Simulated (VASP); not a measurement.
# Sn in VASP: single point with r2SCAN

Aim: the single point of Sn with r2SCAN.

Everything below comes from runs of VASP 6.6.1. Logs are shortened: lines on timing, memory, paths and dates and some standing lists are left out, and cuts for length are marked.

## Step 1: The cell of the first run

The cell holds a slab with vacuum, 2 atoms: a = 4.643 Å, b = 4.643 Å, c = 17.642 Å, α = 90.00°, β = 90.00°, γ = 90.00°.

## Step 2: Single point, r2SCAN

The input, POSCAR:

```
Sn
1.0
    4.6431605175      0.0000000000      0.0000000000
    0.0000000000      4.6431605175      0.0000000000
    0.0000000000      0.0000000000     17.6416000000
Sn
2
Direct
    0.7500000000      0.0000000000      0.4580678266
    0.2500000000      0.0000000000      0.5419321734
```

The input, INCAR.step1:

```
SYSTEM = Sn
ALGO = Normal ; DIPOL = 0.5 0.5 0.500
EDIFF = 1E-4 ; ENCUT = 520
GGA = PE ; IDIPOL = 3
ISMEAR = -1 ; LASPH = .True.
LCHARG = .False. ; LDIPOL = .True.
LREAL = .False. ; LWAVE = .True.
NBANDS = 21 ; NELM = 80
PREC = Accurate ; SIGMA = 0.02
```

The input, INCAR.step2:

```
SYSTEM = Sn
ALGO = Normal ; DIPOL = 0.5 0.5 0.500
EDIFF = 1E-6 ; ENCUT = 520
IDIPOL = 3 ; ISIF = 2
ISMEAR = -1 ; ISTART = 1
LASPH = .True. ; LCHARG = .False.
LDIPOL = .True. ; LMIXTAU = .True.
LREAL = .False. ; LWAVE = .False.
METAGGA = R2SCAN ; NBANDS = 21
NELM = 80 ; PREC = Accurate
SIGMA = 0.02
```

The input, KPOINTS:

```
k-points
0
Gamma
  7 7 1
  0 0 0
```

Potentials or basis: VASP PAW PBE potentials, release 64 (Sn_d).

Launch:

```
$ cat potpaw_PBE.64/Sn_d/POTCAR > POTCAR
$ cp INCAR.step1 INCAR
$ mpirun -np 1 vasp_std > vasp.out
$ cp INCAR.step2 INCAR
$ mpirun -np 1 vasp_std > vasp.out
```

OUTCAR:

```text
SYSTEM = Sn
   EDIFF = 1E-6
   ENCUT = 520
   ISIF = 2
   ISMEAR = -1
   ISTART = 1
   LASPH = .True.
   LREAL = .False.
   METAGGA = R2SCAN
   NELM = 80
   PREC = Accurate

 ion  position               nearest neighbor table
   1  0.750  0.000  0.458-   2 2.75   2 2.75
   2  0.250  0.000  0.542-   1 2.75   1 2.75

  LATTYP: Found a simple tetragonal cell.
 ALAT       =     4.6431605175
 C/A-ratio  =     3.7994809642

  Lattice vectors:

 A1 = (   4.6431605175,   0.0000000000,   0.0000000000)
 A2 = (   0.0000000000,   4.6431605175,   0.0000000000)
 A3 = (   0.0000000000,   0.0000000000,  17.6416000000)

Analysis of symmetry for initial positions (statically):
=====================================================================
 Subroutine PRICEL returns:
 Original cell was already a primitive cell.

 Routine SETGRP: Setting up the symmetry group for a
 simple tetragonal supercell.

 Subroutine GETGRP returns: Found  8 space group operations
 (whereof  4 operations were pure point group operations)
 out of a pool of 16 trial point group operations.

The static configuration has the point symmetry C_2h.
 The point group associated with its full space group is D_2h.

Analysis of symmetry for dynamics (positions and initial velocities):
=====================================================================
 Subroutine PRICEL returns:
 Original cell was already a primitive cell.

 Routine SETGRP: Setting up the symmetry group for a
 simple tetragonal supercell.

 Subroutine GETGRP returns: Found  8 space group operations
 (whereof  4 operations were pure point group operations)
 out of a pool of 16 trial point group operations.

The dynamic configuration has the point symmetry C_2h.
 The point group associated with its full space group is D_2h.

 Subroutine INISYM returns: Found  8 space group operations
 (whereof  4 operations are pure point group operations),
 and found     1 'primitive' translations

----------------------------------------------------------------------------------------

                                     Primitive cell

  volume of cell :     380.3342

  direct lattice vectors                    reciprocal lattice vectors
     4.643160518  0.000000000  0.000000000     0.215370543  0.000000000  0.000000000
     0.000000000  4.643160518  0.000000000     0.000000000  0.215370543  0.000000000
     0.000000000  0.000000000 17.641600000     0.000000000  0.000000000  0.056684201

  length of vectors
     4.643160518  4.643160518 17.641600000     0.215370543  0.215370543  0.056684201

  position of ions in fractional coordinates (direct lattice)
     0.750000000  0.000000000  0.458067827
     0.250000000  0.000000000  0.541932173

  ion indices of the primitive-cell ions
   primitive index   ion index
                 1           1
                 2           2

----------------------------------------------------------------------------------------

 KPOINTS: k-points

Automatic generation of k-mesh.
 Grid dimensions read from file:
 generate k-points for:    7    7    1

 Generating k-lattice:

  Cartesian coordinates                     Fractional coordinates (reciprocal lattice)
     0.030767220  0.000000000  0.000000000     0.142857143  0.000000000  0.000000000
     0.000000000  0.030767220  0.000000000     0.000000000  0.142857143  0.000000000
     0.000000000  0.000000000  0.056684201     0.000000000  0.000000000  1.000000000

  Length of vectors
     0.030767220  0.030767220  0.056684201

  Shift w.r.t. Gamma in fractional coordinates (k-lattice)
     0.000000000  0.000000000  0.000000000

 Subroutine IBZKPT returns following result:
 ===========================================

 Found     16 irreducible k-points:

 Following reciprocal coordinates:
            Coordinates               Weight
  0.000000  0.000000  0.000000      1.000000
  0.142857  0.000000  0.000000      2.000000
  0.000000  0.142857  0.000000      2.000000
  0.285714  0.000000  0.000000      2.000000
  0.000000  0.285714  0.000000      2.000000
  0.428571  0.000000  0.000000      2.000000
[... 8 lines left out ...]
 -0.285714  0.428571  0.000000      4.000000
  0.428571  0.428571  0.000000      4.000000
   k-points           NKPTS =     16   k-points in BZ     NKDIM =     16   number of bands    NBANDS=     21
   number of dos      NEDOS =    301   number of ions     NIONS =      2
   total plane-waves  NPLWV = 181440
   dimension x,y,z NGX =    36 NGY =   36 NGZ =  140
   dimension x,y,z NGXF=    72 NGYF=   72 NGZF=  280
   ions per type =               2
   NGX,Y,Z   is equivalent  to a cutoff of  12.89, 12.89, 13.19 a.u.
   NGXF,Y,Z  is equivalent  to a cutoff of  25.78, 25.78, 26.39 a.u.
 SYSTEM =  Sn
   PREC   = accura    normal or accurate (medium, high low for compatibility)
   ISTART =      1    job   : 0-new  1-cont  2-samecut
   ICHARG =      0    charge: 1-file 2-atom 10-const
   ISPIN  =      1    spin polarized calculation?
   LNONCOLLINEAR =      F non collinear calculations
   LSORBIT =      F    spin-orbit coupling
   LASPH  =      T    aspherical Exc in radial PAW
   ENCUT  =  520.0 eV  38.22 Ry    6.18 a.u.   8.63  8.63 32.80*2*pi/ulx,y,z
   NELM   =     80;   NELMIN=  2; NELMDL=  0     # of ELM steps
   EDIFF  = 0.1E-05   stopping-criterion for ELM
   LREAL  =      F    real-space projection
   EDIFFG = 0.1E-04   stopping-criterion for IOM
   NSW    =      0    number of steps for IOM
   IBRION =     -1    ionic relax: 0-MD 1-quasi-New 2-CG
   NFREE  =      0    steps in history (QN), initial steepest desc. (CG)
   ISIF   =      2    stress and relaxation
   ISYM   =      2    0-nonsym 1-usesym 2-fastsym
   POTIM  = 0.5000    time-step for ionic-motion
   TEBEG  =    0.0;   TEEND  =   0.0 temperature during run
   PSTRESS=    0.0 pullay stress
   NELECT =      28.0000    total number of electrons
   NUPDOWN=      -1.0000    fix difference up-down
   EMIN   =  10.00;   EMAX   =-10.00  energy-range for DOS
   EFERMI =   0.00;   METHOD = LEGACY
   ISMEAR =    -1;   SIGMA  =   0.02  broadening in eV -4-tet -1-fermi 0-gaus
   EFERMI_NEDOS =   21; number of points for ismear=-14 and -15
   IALGO  =     38    algorithm
   IMIX   =      4    mixing-type and parameters
     AMIX     =   0.40;   BMIX     =  1.00
     AMIX_MAG =   1.60;   BMIX_MAG =  1.00
  volume/ion in A,a.u.               =     190.17      1283.31
  Fermi-wavevector in a.u.,A,eV,Ry     =   0.686129  1.296596  6.405254  0.470773
  Thomas-Fermi vector in A             =   1.766269
   LORBIT       =      0    0 simple, 1 ext, 2 COOP (PROOUT), +10 PAW based schemes
   METAGGA = R2SCAN    functional components
   LHFCALC =     F    Hartree Fock is set to
   AEXX    =    0.0000 exact exchange contribution
   IVDW    =     0    specifies the selected vdW correction
   LEPSILON=     F    determine dielectric tensor
   LRPA    =     F    only Hartree local field effects (RPA)
 non-spin polarized calculation
  energy-cutoff  :      520.00
  volume of cell :      380.33
 maximum number of plane-waves:     10273
 NGX is ok and might be reduce to    36
   NGX = 17   NGY = 17   NGZ = 65

 dipolmoment           0.000000      0.000000      0.000000 electrons x Angstroem

 number of electron      27.9999986 magnetization

 dipolmoment           0.000000      0.000000     -0.000000 electrons x Angstroem

 Free energy of the ion-electron system (eV)
  ---------------------------------------------------
  ext. energy  EPLUGINS =         0.00000000
  ---------------------------------------------------
  free energy    TOTEN  =       -47.26874874 eV

  energy without entropy =      -47.26661805  energy(sigma->0) =      -47.26768340

 E-fermi :  -2.5280     XC(G=0):  -2.4637

 val. band max:       -2.6362410468   @ k =   0.4286   0.2857   0.0000
 cond. band min:      -2.5117202883   @ k =   0.0000   0.0000   0.0000
 fundamental gap:      0.1245207585
 Fermi energy:        -2.5280441955

 k-point     1 :       0.0000    0.0000    0.0000
  band No.  band energies     occupation
      1     -24.7648      2.00000
      2     -24.7040      2.00000
      3     -24.6338      2.00000
      4     -24.6067      2.00000
      5     -24.6014      2.00000
      6     -24.5405      2.00000
[... 13 lines left out ...]
     20       2.0253      0.00000
     21       2.4541      0.00000

 k-point     2 :       0.1429    0.0000    0.0000
  band No.  band energies     occupation
      1     -24.7755      2.00000
      2     -24.7070      2.00000
      3     -24.6183      2.00000
      4     -24.6098      2.00000
      5     -24.6093      2.00000
      6     -24.5247      2.00000
[... 13 lines left out ...]
     20       2.1189      0.00000
     21       2.3250      0.00000

 k-point     3 :       0.0000    0.1429    0.0000
  band No.  band energies     occupation
      1     -24.7648      2.00000
      2     -24.7032      2.00000
      3     -24.6336      2.00000
      4     -24.6069      2.00000
      5     -24.6016      2.00000
      6     -24.5407      2.00000
[... 13 lines left out ...]
     20       2.5194      0.00000
     21       2.7516      0.00000
[... 265 lines left out ...]
 k-point    15 :      -0.2857    0.4286    0.0000
  band No.  band energies     occupation
      1     -24.7848      2.00000
      2     -24.7171      2.00000
      3     -24.6225      2.00000
      4     -24.6169      2.00000
      5     -24.5931      2.00000
      6     -24.5158      2.00000
[... 13 lines left out ...]
     20       3.5352      0.00000
     21       3.9522      0.00000

 k-point    16 :       0.4286    0.4286    0.0000
  band No.  band energies     occupation
      1     -24.7734      2.00000
      2     -24.7447      2.00000
      3     -24.6267      2.00000
      4     -24.6237      2.00000
      5     -24.5761      2.00000
      6     -24.5559      2.00000
[... 13 lines left out ...]
     20       3.2922      0.00000
     21       4.2592      0.00000

------------------------ aborting loop because EDIFF is reached ----------------------------------------

 vacuum level on the upper side and lower side of the slab       (xc-potential included)        -0.011        -0.011

  FORCE on cell =-STRESS in cart. coord.  units (eV):
  Direction    XX          YY          ZZ          XY          YZ          ZX
  --------------------------------------------------------------------------------------
  -------------------------------------------------------------------------------------
  Total       -0.2002499     -1.5091400     -0.0095592      0.0000000      0.0000000      0.0000000
  in kB       -0.8435629     -6.3573300     -0.0402687      0.0000000      0.0000000      0.0000000
  external PRESSURE =      -2.4137205 kB  Pullay stress =       0.0000000 kB

 VOLUME and BASIS-vectors are now :
 -----------------------------------------------------------------------------
  energy-cutoff  :      520.00
  volume of cell :      380.33
      direct lattice vectors                 reciprocal lattice vectors
     4.643160518  0.000000000  0.000000000     0.215370543  0.000000000  0.000000000
     0.000000000  4.643160518  0.000000000     0.000000000  0.215370543  0.000000000
     0.000000000  0.000000000 17.641600000     0.000000000  0.000000000  0.056684201

 POSITION                                       TOTAL-FORCE (eV/Angst)
 -----------------------------------------------------------------------------------
      3.48237      0.00000      8.08105         0.000000      0.000000     -0.022877
      1.16079      0.00000      9.56055        -0.000000     -0.000000      0.022877
 -----------------------------------------------------------------------------------
    total drift:                                0.000000     -0.000000     -0.000000

  FREE ENERGIE OF THE ION-ELECTRON SYSTEM (eV)
  ---------------------------------------------------
  free  energy   TOTEN  =       -47.2687487372 eV

  energy  without entropy=      -47.2666180548  energy(sigma->0) =      -47.26768340

 vacuum level on the upper side and lower side of the slab         1.721         1.721
```

It took 6.5 min on 1 thread of Intel Xeon 6975P-C (Granite Rapids), shared host; peak memory 0.49 GiB.

Results:

```yaml
Free_energy: -47.2687 eV
Largest_force: 0.023 eV/Å
Band_gap_on_the_k_mesh: zero (band 14 reaches -2.35 eV, above the bottom of band 15 at -2.89 eV)
```

Forces on the atoms (eV/Å):
```
Sn   0.000  0.000 -0.023
Sn   0.000  0.000  0.023
```

Levels at points of the mesh, in eV from the Fermi level:
| k point | band 10 | band 11 | band 12 | band 13 | band 14 | band 15 | band 16 | band 17 | band 18 | band 19 |
| --- | --- | --- | --- | --- | --- | --- | --- | --- | --- | --- |
| (0.00, 0.00, 0.00) | -21.76 | -9.18 | -4.32 | -1.36 | 0.02 | 0.86 | 1.39 | 3.98 | 4.28 | 4.49 |

Caveat: the PAW data sets were made with another functional, which shifts forces and pressure a little; spin-orbit coupling is left out, which moves the levels of the heavy elements.
